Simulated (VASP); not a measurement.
Write the native input for VASP 6.6.1 that does the following.

- Task: single point
- Functional: PBE
- Potentials or basis: VASP PAW PBE potentials, release 64 (Cu, O)
- Cutoff: 520 eV
- k mesh: 8 × 8 × 6
- Occupations: fermi-dirac, width 0.05 eV
- Spin: no spin polarisation
- Dipole correction: no
- Further INCAR settings: ALGO = Normal; EDIFF = 1e-06; NBANDS = 25

The structure of CuO lies in POSCAR:

```
CuO
1.0
    3.4447142197      0.0000000000      0.0000000000
    0.0000000000      3.4447142197      0.0000000000
    0.0000000000      0.0000000000      4.2886772790
Cu O
2 2
Direct
    0.0000000000      0.5000000000      0.0000000000
    0.5000000000      0.0000000000      0.5000000000
    0.0000000000      0.0000000000      0.2500000000
    0.0000000000      0.0000000000      0.7500000000
```

This cell differs from its parent crystal: volume scaled by 1.02.

The input as run:

INCAR

```
PREC = Accurate
ENCUT = 520
EDIFF = 1E-6
ISMEAR = -1
SIGMA = 0.05
LREAL = False
LASPH = True
NELM = 60
ALGO = Normal
ISIF = 2
LWAVE = False
LCHARG = False
GGA = PE
NBANDS = 25
```

KPOINTS

```
Automatic mesh
0
Gamma
  8 8 6
```

Potentials or basis: VASP PAW PBE potentials, release 64 (Cu, O).

Launch:

```console
$ cat potpaw_PBE.64/Cu/POTCAR potpaw_PBE.64/O/POTCAR > POTCAR
$ mpirun -np 1 vasp_std > vasp.out
```

Results of the run:

```
Pressure               : -4.4 GPa
Band gap on the k mesh : zero (band 17 reaches 4.40 eV, above the bottom of band 18 at 2.64 eV)
```

Caveat: semilocal functionals often make such compounds metallic where correlation or magnetic order opens a gap, which also shifts bond lengths.

It took 31 s on 1 thread of Intel(R) Xeon(R) 6975P-C (Granite Rapids), with other jobs on the host, peak memory 0.2 GiB.
